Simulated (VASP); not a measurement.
Si, 4 atoms in the cell. Symmetry: P6_3/mmc, No. 194, hexagonal system. Conventional cell: a = 3.876 Å, b = 3.876 Å, c = 6.397 Å, α = 90.00°, β = 90.00°, γ = 120.00°. Within 3.1 Å of Si (site symmetry 3m) lie 4 Si at 2.38 to 2.40 Å. 

| Item | Value |
| --- | --- |
| Program | VASP 6.6.1 |
| Task | single point |
| Functional | RPBE |
| Potentials or basis | VASP PAW PBE potentials, release 64 (Si) |
| Cutoff | 520 eV |
| k mesh | 8 × 8 × 4 |
| Occupations | fermi-dirac, width 0.05 eV |
| Spin | no spin polarisation |
| Dipole correction | no |
| Further INCAR settings | ALGO = Normal; EDIFF = 1e-07; NBANDS = 16 |

Potentials or basis: VASP PAW PBE potentials, release 64 (Si).

Command:

```console
$ cat potpaw_PBE.64/Si/POTCAR > POTCAR
$ mpirun -np 1 vasp_std > vasp.out
```

Hardware: 1 thread of Intel(R) Xeon(R) 6975P-C (Granite Rapids) (shared host).

Task: How long does it take, and how much memory?

Result: Run time: 37 s on 1 thread of Intel(R) Xeon(R) 6975P-C (Granite Rapids), with other jobs on the host, peak memory 0.19 GiB. Counts: scf iterations 14, k points 30.
